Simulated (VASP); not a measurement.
Input of a VASP 6.6.1 run:

Contents of INCAR:

```
ALGO = Normal
EDIFF = 1E-7
ENCUT = 520
ISIF = 2
ISMEAR = -1
LASPH = T
LCHARG = F
LREAL = F
LWAVE = F
NBANDS = 23
NELM = 60
PREC = Accurate
SIGMA = 0.05
```

Contents of KPOINTS:

```
k-points
0
Gamma
  10 10 5
```

File POSCAR:

```
HfN
1.0
    3.1128744484      0.0000000000      0.0000000000
   -1.5564372243      2.6958283511      0.0000000000
    0.0000000000      0.0000000000      5.3804124788
Hf N
2 2
Direct
    0.3333333333      0.6666666667      0.2500000000
    0.6666666667      0.3333333333      0.7500000000
    0.0000000000      0.0000000000      0.5000000000
    0.0000000000      0.0000000000      0.0000000000
```

Potentials or basis: VASP PAW LDA potentials, release 64 (Hf_pv, N).

Command:

```sh
$ cat potpaw_LDA.64/Hf_pv/POTCAR potpaw_LDA.64/N/POTCAR > POTCAR
$ mpirun -np 1 vasp_std > vasp.out
```

Q: Estimate the band gap on the k mesh.

A: Zero (bands 15 and 16 overlap by 1.76 eV).

Q: Estimate the pressure.

A: -4.6 GPa.

Stress tensor (GPa, compression positive):
```
-4.43  0.00  0.00
 0.00 -4.43  0.00
 0.00  0.00 -5.07
```

Caveat: the cell stands under tension; spin-orbit coupling is left out, which moves the levels of the heavy elements.
